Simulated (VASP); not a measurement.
A run of VASP 6.6.1 is set up as follows.

Contents of INCAR:

```
PREC = Accurate
ENCUT = 520
EDIFF = 1E-8
ISMEAR = -1
SIGMA = 0.03
LREAL = F
LASPH = T
NELM = 100
ALGO = Normal
ISIF = 2
LWAVE = F
LCHARG = F
GGA = CA
LEFG = T
NBANDS = 18
```

Contents of KPOINTS:

```
Automatic mesh
0
Gamma
  12 12 10
```

POSCAR

```
HgPt
1.0
    2.9510598019      0.0000000000      0.0000000000
    0.0000000000      2.9510598019      0.0000000000
    0.0000000000      0.0000000000      3.7993280856
Hg Pt
1 1
Direct
    0.0000000000      0.0000000000      0.0000000000
    0.5000000000      0.5000000000      0.5000000000
```

Potentials or basis: VASP PAW LDA potentials, release 64 (Hg, Pt).

Run with:

```sh
$ cat potpaw_LDA.64/Hg/POTCAR potpaw_LDA.64/Pt/POTCAR > POTCAR
$ mpirun -np 1 vasp_std > vasp.out
```

Q: What does it give for the band gap on the k mesh?

A: Zero (bands 11 and 12 overlap by 3.87 eV).

Q: Estimate the pressure.

A: 4.6 GPa.

Stress tensor (GPa, compression positive):
```
4.28 0.00 0.00
0.00 4.28 0.00
0.00 0.00 5.21
```

Caveat: the cell stands under pressure; without QUAD_EFG the Cq values of the log hold for a quadrupole moment of 1 mb, not for the nuclei; spin-orbit coupling is left out, which moves the levels of the heavy elements.
